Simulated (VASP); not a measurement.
Si2W:

```
CELL_PARAMETERS angstrom
-1.61754 1.61754 3.94088
1.61754 -1.61754 3.94088
1.61754 1.61754 -3.94088
ATOMIC_POSITIONS crystal
W 0.00000 0.00000 0.00000
Si 0.66530 0.66530 0.00000
Si 0.33470 0.33470 0.00000
```

Base run:

| Property | Result |
| --- | --- |
| Program | VASP 6.6.1 |
| Functional | PBEsol |
| Potentials or basis | VASP PAW PBE potentials, release 64 (W_sv, Si) |
| Cutoff | 520 eV |
| k mesh | 12 × 12 × 12 |
| Occupations | fermi-dirac, width 0.05 eV |
| Spin | no spin polarisation |

Its results: band gap on the k mesh zero (bands 11 and 12 overlap by 1.27 eV); pressure -6.0 GPa; largest force 0.025 eV/Å.

Q: The run is repeated on the same cell with these changes: functional from PBEsol to LDA; potentials or basis from VASP PAW PBE potentials, release 64 (W_sv, Si) to VASP PAW LDA potentials, release 64 (W_sv, Si). What comes out?

A: Band gap on the k mesh zero (bands 11 and 12 overlap by 1.26 eV); pressure -9.2 GPa; largest force 0.089 eV/Å.

Caveats: the cell stands under tension; spin-orbit coupling is left out, which moves the levels of the heavy elements; the PAW data sets were made with another functional, which shifts forces and pressure a little (at least some runs).
